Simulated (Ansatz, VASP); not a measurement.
**K3I2Br in VASP and in Ansatz**

```xyz
6
Lattice="4.4755 0.0000 0.0000 -2.2378 3.8759 0.0000 0.0000 0.0000 10.6426" Properties=species:S:1:pos:R:3 pbc="T T T"
K     0.0000    0.0000    5.3213
K     0.0000    2.5839    1.5720
K     2.2378    1.2920    9.0706
I     0.0000    2.5839    7.1949
I     2.2378    1.2920    3.4477
Br    0.0000    0.0000    0.0000
```

Alike in both runs: functional LDA; k mesh 6 × 6 × 2; occupations gaussian, width 0.05 eV; no spin polarisation.

Ansatz relaxed the structure, and its values are those at the end. VASP's run is a single point on that final structure, the one shown.

|  | VASP | Ansatz |
| --- | --- | --- |
| version | VASP 6.6.1 | Ansatz 0.2.0 |
| potentials or method | VASP PAW LDA potentials, release 64 (K_sv, I, Br), cutoff 520 eV | scalar-relativistic, plane waves, PAW |
| valence electrons in the cell | 48 | 68 |

|  | VASP | Ansatz | Ansatz less VASP |
| --- | --- | --- | --- |
| gap on the k mesh at the Fermi level (eV) | 4.11 | 4.13 | +0.021 |
| least direct gap on the mesh (eV) | 4.35 | 4.34 | -0.008 |
| pressure (GPa) | 5.2 | 5.1 | -0.18 |

LDA's correlation is that of Perdew and Zunger in VASP and of Perdew and Wang (1992) in Ansatz. VASP's potentials hold 48 valence electrons a cell and Ansatz's 68, so a difference there can come from the potentials and not from the codes. Ansatz's warnings: stress scf threshold loose.

Neither program's run includes spin-orbit coupling.
